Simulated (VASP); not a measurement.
Wanted: the native input for a VASP 6.6.1 run.

```yaml
Task: single point
Functional: r2SCAN
Dispersion: D4
Potentials_or_basis: VASP PAW PBE potentials, release 64 (K_sv)
Cutoff: 550 eV
k_mesh: 4 × 4 × 2
Occupations: methfessel-paxton, width 0.15 eV
Spin: no spin polarisation
Dipole_correction: no
Further_INCAR_settings: ALGO = Normal; EDIFF = 1e-06; NBANDS = 26
```

Crystal: K.

```
K
1.0
     4.76240    0.00000    0.00000
    -2.38120    4.12436    0.00000
     0.00000    0.00000   15.65994
K
4
Direct
  0.33333 0.66667 0.12500
  0.66667 0.33333 0.37500
  0.33333 0.66667 0.62500
  0.66667 0.33333 0.87500
```

This isn't the form of K at room conditions, which is bcc.

One way to write it, as run:

POSCAR

```
K
1.0
    4.7623960222      0.0000000000      0.0000000000
   -2.3811980111      4.1243559381      0.0000000000
    0.0000000000      0.0000000000     15.6599426400
K
4
Direct
    0.3333333333      0.6666666667      0.1250000000
    0.6666666667      0.3333333333      0.3750000000
    0.3333333333      0.6666666667      0.6250000000
    0.6666666667      0.3333333333      0.8750000000
```

INCAR.step1

```
ALGO     = Normal         # electronic algorithm
EDIFF    = 1E-5           # SCF threshold, eV
ENCUT    = 550            # plane-wave cutoff, eV
GGA      = PE             # functional
GGA_COMPAT= False        
ISMEAR   = 1              # smearing method
LASPH    = True           # aspherical terms in the spheres
LCHARG   = False          # write CHGCAR
LREAL    = False          # projectors in reciprocal space
LWAVE    = True           # write WAVECAR
NBANDS   = 26             # bands
NELM     = 120            # most SCF steps
PREC     = Accurate       # precision mode
SIGMA    = 0.15           # smearing width, eV
```

INCAR.step2

```
ALGO     = Normal         # electronic algorithm
EDIFF    = 1E-6           # SCF threshold, eV
ENCUT    = 550            # plane-wave cutoff, eV
GGA_COMPAT= False        
ISIF     = 2              # what is computed and relaxed
ISMEAR   = 1              # smearing method
ISTART   = 1            
IVDW     = 13             # dispersion correction
LASPH    = True           # aspherical terms in the spheres
LCHARG   = False          # write CHGCAR
LMIXTAU  = True         
LREAL    = False          # projectors in reciprocal space
LWAVE    = False          # write WAVECAR
METAGGA  = R2SCAN         # meta-GGA
NBANDS   = 26             # bands
NELM     = 120            # most SCF steps
PREC     = Accurate       # precision mode
SIGMA    = 0.15           # smearing width, eV
VDW_A1   = 0.51559235   
VDW_A2   = 5.77342911   
VDW_S6   = 1.0          
VDW_S8   = 0.6018749
```

KPOINTS

```
k-points
0
Gamma
  4 4 2
```

Potentials or basis: VASP PAW PBE potentials, release 64 (K_sv).

Run with:

```bash
$ cat potpaw_PBE.64/K_sv/POTCAR > POTCAR
$ cp INCAR.step1 INCAR
$ mpirun -np 1 vasp_std > vasp.out
$ cp INCAR.step2 INCAR
$ mpirun -np 1 vasp_std > vasp.out
```

Results of the run:

| Item | Value |
| --- | --- |
| Pressure | 0.0 GPa |
| Band gap on the k mesh | zero (bands 18 and 19 overlap by 1.85 eV) |
| Dispersion energy per atom | -0.020 eV |

Caveat: the k points lie up to 0.38 Å⁻¹ apart, too coarse for converged energies and pressures of a metal; the PAW data sets were made with another functional, which shifts forces and pressure a little.

It took 4.7 min on 1 thread of Intel(R) Xeon(R) Platinum 8259CL CPU @ 2.50GHz (Skylake/Cascade Lake), on a shared host, peak memory 0.42 GiB.
